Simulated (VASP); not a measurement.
# Sb (R-3m) in VASP: notebook

Runs on Sb. Level: PBE. Tasks: single point.

Program: VASP 6.6.1. These are calculated values, not measurements. Logs are shortened: lines on timing, memory, paths and dates and some standing lists are left out, and cuts for length are marked.

## (1) The cell of the first run

Symmetry: R-3m, No. 166, trigonal system. Conventional cell: a = 4.308 Å, b = 4.308 Å, c = 11.274 Å, α = 90.00°, β = 90.00°, γ = 120.00°. Sb (site symmetry 3m) has 6 Sb at 2.91 to 3.35 Å within 3.8 Å.

## (2) Single point, PBE

The input, INCAR:

```
  ALGO = Normal
  EDIFF = 1E-6
  ENCUT = 500
  GGA = PE
  GGA_COMPAT = False
  ISIF = 2
  ISMEAR = 1
  LASPH = True
  LCHARG = False
  LREAL = False
  LWAVE = False
  NBANDS = 12
  NELM = 120
  PREC = Accurate
  SIGMA = 0.05
```

The input, KPOINTS:

```
k-points
0
Gamma
  2 2 2
```

The input, POSCAR:

```
Sb
1.0
    2.1542000000      1.2437279500      3.7580000000
   -2.1542000000      1.2437279500      3.7580000000
    0.0000000000     -2.4874559000      3.7580000000
Sb
2
Direct
    0.2334900000      0.2334900000      0.2334900000
    0.7665100000      0.7665100000      0.7665100000
```

Potentials or basis: VASP PAW PBE potentials, release 64 (Sb).

Run with:

```sh
$ cat potpaw_PBE.64/Sb/POTCAR > POTCAR
$ mpirun -np 1 vasp_std > vasp.out
```

OUTCAR:

```text
EDIFF = 1E-6
   ENCUT = 500
   GGA = PE
   ISIF = 2
   ISMEAR = 1
   LASPH = True
   LREAL = False
   NELM = 120
   PREC = Accurate

 ion  position               nearest neighbor table
   1  0.233  0.233  0.233-   2 2.91   2 2.91   2 2.91   2 3.35   2 3.35   2 3.35
   2  0.767  0.767  0.767-   1 2.91   1 2.91   1 2.91   1 3.35   1 3.35   1 3.35

  LATTYP: Found a trigonal (rhomboedric) cell.
 ALAT       =     4.5066618304
 COS(alpha) =     0.5430253623

  Lattice vectors:

 A1 = (   2.1542000000,   1.2437279500,   3.7580000000)
 A2 = (  -2.1542000000,   1.2437279500,   3.7580000000)
 A3 = (   0.0000000000,  -2.4874559000,   3.7580000000)

Analysis of symmetry for initial positions (statically):
=====================================================================
 Subroutine PRICEL returns:
 Original cell was already a primitive cell.

 Routine SETGRP: Setting up the symmetry group for a
 trigonal (rhombohedral) supercell.

 Subroutine GETGRP returns: Found 12 space group operations
 (whereof 12 operations were pure point group operations)
 out of a pool of 12 trial point group operations.

The static configuration has the point symmetry D_3d.

Analysis of symmetry for dynamics (positions and initial velocities):
=====================================================================
 Subroutine PRICEL returns:
 Original cell was already a primitive cell.

 Routine SETGRP: Setting up the symmetry group for a
 trigonal (rhombohedral) supercell.

 Subroutine GETGRP returns: Found 12 space group operations
 (whereof 12 operations were pure point group operations)
 out of a pool of 12 trial point group operations.

The dynamic configuration has the point symmetry D_3d.

 Subroutine INISYM returns: Found 12 space group operations
 (whereof 12 operations are pure point group operations),
 and found     1 'primitive' translations

----------------------------------------------------------------------------------------

                                     Primitive cell

  volume of cell :      60.4115

  direct lattice vectors                    reciprocal lattice vectors
     2.154200000  1.243727950  3.758000000     0.232104726  0.134005726  0.088699663
    -2.154200000  1.243727950  3.758000000    -0.232104726  0.134005726  0.088699663
     0.000000000 -2.487455900  3.758000000     0.000000000 -0.268011452  0.088699663

  length of vectors
     4.506661830  4.506661830  4.506661830     0.282307932  0.282307932  0.282307932

  position of ions in fractional coordinates (direct lattice)
     0.233490000  0.233490000  0.233490000
     0.766510000  0.766510000  0.766510000

  ion indices of the primitive-cell ions
   primitive index   ion index
                 1           1
                 2           2

----------------------------------------------------------------------------------------

 KPOINTS: k-points

Automatic generation of k-mesh.
 Grid dimensions read from file:
 generate k-points for:    2    2    2

 Generating k-lattice:

  Cartesian coordinates                     Fractional coordinates (reciprocal lattice)
     0.116052363  0.067002863  0.044349831     0.500000000  0.000000000  0.000000000
    -0.116052363  0.067002863  0.044349831     0.000000000  0.500000000  0.000000000
     0.000000000 -0.134005726  0.044349831     0.000000000  0.000000000  0.500000000

  Length of vectors
     0.141153966  0.141153966  0.141153966

  Shift w.r.t. Gamma in fractional coordinates (k-lattice)
     0.000000000  0.000000000  0.000000000

 Subroutine IBZKPT returns following result:
 ===========================================

 Found      4 irreducible k-points:

 Following reciprocal coordinates:
            Coordinates               Weight
  0.000000  0.000000  0.000000      1.000000
  0.500000  0.000000 -0.000000      3.000000
  0.500000  0.500000 -0.000000      3.000000
  0.500000  0.500000  0.500000      1.000000
   k-points           NKPTS =      4   k-points in BZ     NKDIM =      4   number of bands    NBANDS=     12
   number of dos      NEDOS =    301   number of ions     NIONS =      2
   total plane-waves  NPLWV =  46656
   dimension x,y,z NGX =    36 NGY =   36 NGZ =   36
   dimension x,y,z NGXF=    72 NGYF=   72 NGZF=   72
   ions per type =               2
   NGX,Y,Z   is equivalent  to a cutoff of  13.28, 13.28, 13.28 a.u.
   NGXF,Y,Z  is equivalent  to a cutoff of  26.56, 26.56, 26.56 a.u.
 SYSTEM =  unknown system
   PREC   = accura    normal or accurate (medium, high low for compatibility)
   ISTART =      0    job   : 0-new  1-cont  2-samecut
   ICHARG =      2    charge: 1-file 2-atom 10-const
   ISPIN  =      1    spin polarized calculation?
   LNONCOLLINEAR =      F non collinear calculations
   LSORBIT =      F    spin-orbit coupling
   LASPH  =      T    aspherical Exc in radial PAW
   ENCUT  =  500.0 eV  36.75 Ry    6.06 a.u.   8.22  8.22  8.22*2*pi/ulx,y,z
   NELM   =    120;   NELMIN=  2; NELMDL= -5     # of ELM steps
   EDIFF  = 0.1E-05   stopping-criterion for ELM
   LREAL  =      F    real-space projection
[... 7 lines left out ...]
   TEBEG  =    0.0;   TEEND  =   0.0 temperature during run
   PSTRESS=    0.0 pullay stress
   NELECT =      10.0000    total number of electrons
   NUPDOWN=      -1.0000    fix difference up-down
   EMIN   =  10.00;   EMAX   =-10.00  energy-range for DOS
   EFERMI =   0.00;   METHOD = LEGACY
   ISMEAR =     1;   SIGMA  =   0.05  broadening in eV -4-tet -1-fermi 0-gaus
   EFERMI_NEDOS =   21; number of points for ismear=-14 and -15
   IALGO  =     38    algorithm
   IMIX   =      4    mixing-type and parameters
     AMIX     =   0.40;   BMIX     =  1.00
     AMIX_MAG =   1.60;   BMIX_MAG =  1.00
  volume/ion in A,a.u.               =      30.21       203.84
  Fermi-wavevector in a.u.,A,eV,Ry     =   0.898880  1.698637 10.993305  0.807985
  Thomas-Fermi vector in A             =   2.021644
   LORBIT       =      0    0 simple, 1 ext, 2 COOP (PROOUT), +10 PAW based schemes
   GGA     = PE    functional components
   LHFCALC =     F    Hartree Fock is set to
   AEXX    =    0.0000 exact exchange contribution
   IVDW    =     0    specifies the selected vdW correction
   LEPSILON=     F    determine dielectric tensor
   LRPA    =     F    only Hartree local field effects (RPA)
 non-spin polarized calculation
 Methfessel and Paxton  Order N= 1 SIGMA  =   0.05
  energy-cutoff  :      500.00
  volume of cell :       60.41
 maximum number of plane-waves:      1542
 NGX is ok and might be reduce to    36
   NGX = 17   NGY = 17   NGZ = 17

 number of electron      10.0000000 magnetization

 Free energy of the ion-electron system (eV)
  ---------------------------------------------------
  ext. energy  EPLUGINS =         0.00000000
  ---------------------------------------------------
  free energy    TOTEN  =        -6.29727520 eV

  energy without entropy =       -6.29894645  energy(sigma->0) =       -6.29783228

 E-fermi :   7.1308     XC(G=0):  -9.4251

 val. band max:        7.0940208726   @ k =   0.5000   0.5000   0.5000
 cond. band min:       7.2532046334   @ k =   0.5000   0.0000  -0.0000
 fundamental gap:      0.1591837608
 Fermi energy:         7.1308010494

 k-point     1 :       0.0000    0.0000    0.0000
  band No.  band energies     occupation
      1      -5.2794      2.00000
      2       2.6484      2.00000
      3       5.3381      2.00000
      4       5.6251      2.00000
      5       5.6251      2.00000
      6       9.6073      0.00000
      7      10.0760      0.00000
      8      10.0760      0.00000
      9      12.4503      0.00000
     10      12.4503      0.00000
     11      12.5391      0.00000
     12      14.0271      0.00000

 k-point     2 :       0.5000    0.0000   -0.0000
  band No.  band energies     occupation
      1      -2.8915      2.00000
      2      -2.2182      2.00000
      3       5.5013      2.00000
      4       5.5901      2.00000
      5       7.0859      2.02178
      6       7.2532     -0.00291
      7       7.5704     -0.00000
      8       7.8302     -0.00000
      9      14.9630      0.00000
     10      15.6010      0.00000
     11      16.4992      0.00000
     12      16.5815      0.00000

 k-point     3 :       0.5000    0.5000   -0.0000
  band No.  band energies     occupation
      1      -2.9007      2.00000
      2      -0.5167      2.00000
      3       1.9144      2.00000
      4       3.6208      2.00000
      5       3.7406      2.00000
      6       8.9568      0.00000
      7      12.3244      0.00000
      8      12.9409      0.00000
      9      14.3797      0.00000
     10      16.1019      0.00000
     11      17.5357      0.00000
     12      17.8719      0.00000

 k-point     4 :       0.5000    0.5000    0.5000
  band No.  band energies     occupation
      1      -3.6840      2.00000
      2      -1.6393      2.00000
      3       6.1373      2.00000
      4       6.1373      2.00000
      5       7.0940      1.94338
      6       7.4730     -0.00000
      7       7.4730     -0.00000
      8       8.4670      0.00000
      9      14.4909      0.00000
     10      16.0439      0.00000
     11      16.0439      0.00000
     12      16.4708      0.00000

------------------------ aborting loop because EDIFF is reached ----------------------------------------

  FORCE on cell =-STRESS in cart. coord.  units (eV):
  Direction    XX          YY          ZZ          XY          YZ          ZX
  --------------------------------------------------------------------------------------
  -------------------------------------------------------------------------------------
  Total        3.7887466      3.7887466      3.0025613      0.0000000     -0.0000000      0.0000000
  in kB      100.4816366    100.4816366     79.6311560      0.0000000     -0.0000000      0.0000000
  external PRESSURE =      93.5314764 kB  Pullay stress =       0.0000000 kB

 VOLUME and BASIS-vectors are now :
 -----------------------------------------------------------------------------
  energy-cutoff  :      500.00
  volume of cell :       60.41
      direct lattice vectors                 reciprocal lattice vectors
     2.154200000  1.243727950  3.758000000     0.232104726  0.134005726  0.088699663
    -2.154200000  1.243727950  3.758000000    -0.232104726  0.134005726  0.088699663
     0.000000000 -2.487455900  3.758000000     0.000000000 -0.268011452  0.088699663

 POSITION                                       TOTAL-FORCE (eV/Angst)
 -----------------------------------------------------------------------------------
      0.00000      0.00000      2.63237         0.000000      0.000000     -1.853157
      0.00000      0.00000      8.64163         0.000000      0.000000      1.853157
 -----------------------------------------------------------------------------------
    total drift:                                0.000000     -0.000000     -0.000000

  FREE ENERGIE OF THE ION-ELECTRON SYSTEM (eV)
  ---------------------------------------------------
  free  energy   TOTEN  =        -6.2972751976 eV

  energy  without entropy=       -6.2989464518  energy(sigma->0) =       -6.29783228
```

Run time: 7.2 s. Hardware: 1 thread of Intel Xeon 6975P-C (Granite Rapids), shared host; peak memory 0.19 GiB.

What came out:

```
Free energy            : -6.2973 eV
Pressure               : 9.4 GPa
Largest force          : 1.853 eV/Å
Band gap on the k mesh : 0.16 eV, indirect (least direct gap 0.17 eV)
```

Forces in eV/Å, atoms in the order of the input:
```
Sb   0.000  0.000 -1.853
Sb   0.000  0.000  1.853
```

Levels at points of the mesh, in eV from the valence-band top:
```
           k point  band 1  band 2  band 3  band 4  band 5  band 6  band 7  band 8  band 9  band 10
(0.00, 0.00, 0.00)  -12.37   -4.45   -1.76   -1.47   -1.47    2.51    2.98    2.98    5.36     5.36
(0.50, 0.00, 0.00)   -9.99   -9.31   -1.59   -1.50   -0.01    0.16    0.48    0.74    7.87     8.51
(0.50, 0.50, 0.00)   -9.99   -7.61   -5.18   -3.47   -3.35    1.86    5.23    5.85    7.29     9.01
(0.50, 0.50, 0.50)  -10.78   -8.73   -0.96   -0.96    0.00    0.38    0.38    1.37    7.40     8.95
```

Caveat: the k points lie up to 0.89 Å⁻¹ apart; spin-orbit coupling is left out, which moves the levels of the heavy elements; forces of over 1 eV/Å act on the atoms, so gaps and moduli don't describe the material at rest. A k mesh can miss the band edges.

## (3) Single point, PBE

The input, INCAR:

```
PREC     = Accurate       # precision mode
ENCUT    = 500            # plane-wave cutoff, eV
EDIFF    = 1E-6           # SCF threshold, eV
ISMEAR   = 1              # smearing method
SIGMA    = 0.05           # smearing width, eV
LREAL    = False          # projectors in reciprocal space
LASPH    = True           # aspherical terms in the spheres
NELM     = 120            # most SCF steps
ALGO     = Normal         # electronic algorithm
ISIF     = 2              # what is computed and relaxed
LWAVE    = False          # write WAVECAR
LCHARG   = False          # write CHGCAR
GGA      = PE             # functional
NBANDS   = 12             # bands
GGA_COMPAT= False
```

The input, KPOINTS:

```
Automatic mesh
0
Gamma
  3 3 3
```

POSCAR is that of step 2.

Potentials or basis: VASP PAW PBE potentials, release 64 (Sb).

Run with:

```sh
$ cat potpaw_PBE.64/Sb/POTCAR > POTCAR
$ mpirun -np 1 vasp_std > vasp.out
```

Run time: 6.3 s. Hardware: 1 thread of Intel Xeon 6975P-C (Granite Rapids), shared host; peak memory 0.19 GiB.

It converged, with:

```yaml
Free_energy: -8.3597 eV
Pressure: 3.5 GPa
Largest_force: 0.089 eV/Å
Band_gap_on_the_k_mesh: 1.29 eV, indirect (least direct gap 1.32 eV)
```

Forces in eV/Å, atoms in the order of the input:
```
Sb   0.000  0.000 -0.089
Sb   0.000  0.000  0.089
```

Stress tensor (GPa, compression positive):
```
4.28 0.00 0.00
0.00 4.28 0.00
0.00 0.00 2.07
```

Levels at points of the mesh, in eV from the valence-band top:
```csv
k point,band 2,band 3,band 4,band 5,band 6,band 7,band 8,band 9
"(0.00, 0.00, 0.00)",-4.21,-1.49,-1.19,-1.19,2.71,3.30,3.30,5.66
```

Caveat: the k points lie up to 0.59 Å⁻¹ apart; spin-orbit coupling is left out, which moves the levels of the heavy elements. A k mesh can miss the band edges.

## (4) Single point, PBE

The input, INCAR:

```
SYSTEM = Sb
PREC = Accurate
ENCUT = 500
EDIFF = 1E-6
ISMEAR = 1
SIGMA = 0.05
LREAL = .False.
LASPH = .True.
NELM = 120
ALGO = Normal
ISIF = 2
LWAVE = .False.
LCHARG = .True.
GGA = PE
LELF = .True.
LVHAR = .True.
NBANDS = 12
GGA_COMPAT = .False.
```

The input, KPOINTS:

```
Automatic mesh
0
Gamma
  4 4 4
  0 0 0
```

POSCAR is that of step 3.

Run with:

```sh
$ cat potpaw_PBE.64/Sb/POTCAR > POTCAR
$ mpirun -np 1 vasp_std > vasp.out
```

Wall time 11 s (1 thread of Intel Xeon 6975P-C (Granite Rapids), shared host); peak memory 0.19 GiB.

It converged, with:

| Quantity | Value |
| --- | --- |
| Free energy | -8.2970 eV |
| Pressure | 2.8 GPa |
| Largest force | 0.005 eV/Å |
| Band gap on the k mesh | 0.09 eV, direct |

Forces on the atoms (eV/Å):
```
Sb   0.000  0.000 -0.005
Sb   0.000  0.000  0.005
```

Stress tensor (GPa, compression positive):
```
3.20 0.00 0.00
0.00 3.20 0.00
0.00 0.00 1.91
```

Levels at points of the mesh, in eV from the valence-band top:
```
           k point  band 3  band 4  band 5  band 6  band 7  band 8
(0.00, 0.00, 0.00)   -1.78   -1.51   -1.51    2.38    2.99    2.99
(0.50, 0.00, 0.00)   -1.65   -1.53    0.00    0.09    0.48    0.79
(0.50, 0.50, 0.00)   -5.15   -3.47   -3.37    1.82    5.23    5.81
(0.50, 0.50, 0.50)   -1.02   -1.02   -0.17    0.42    0.42    1.41
```

Caveat: the k points lie up to 0.44 Å⁻¹ apart; spin-orbit coupling is left out, which moves the levels of the heavy elements. A k mesh can miss the band edges.

## (5) Single point, PBE

The input, INCAR:

```
PREC = Accurate
ENCUT = 500
EDIFF = 1E-6
ISMEAR = 1
SIGMA = 0.05
LREAL = False
LASPH = True
NELM = 120
ALGO = Normal
ISIF = 2
LWAVE = False
LCHARG = False
GGA = PE
NBANDS = 12
GGA_COMPAT = False
```

The input, KPOINTS:

```
Automatic mesh
0
Gamma
  5 5 5
```

POSCAR is that of step 4.

Run with:

```sh
$ cat potpaw_PBE.64/Sb/POTCAR > POTCAR
$ mpirun -np 1 vasp_std > vasp.out
```

Wall time 12 s (1 thread of Intel Xeon 6975P-C (Granite Rapids), shared host); peak memory 0.19 GiB.

It converged, with:

| Property | Result |
| --- | --- |
| Free energy | -8.2915 eV |
| Pressure | 2.7 GPa |
| Largest force | 0.075 eV/Å |
| Band gap on the k mesh | 0.38 eV, indirect (least direct gap 0.72 eV) |

Forces in eV/Å, atoms in the order of the input:
```
Sb   0.000  0.000  0.075
Sb   0.000  0.000 -0.075
```

Stress tensor (GPa, compression positive):
```
3.08 0.00 0.00
0.00 3.08 0.00
0.00 0.00 1.90
```

Levels at points of the mesh, in eV from the valence-band top:
```csv
k point,band 3,band 4,band 5,band 6,band 7,band 8
"(0.00, 0.00, 0.00)",-1.96,-1.69,-1.69,2.19,2.81,2.81
```

Caveat: spin-orbit coupling is left out, which moves the levels of the heavy elements. A k mesh can miss the band edges.

(Part 1 of 2 ends here.)
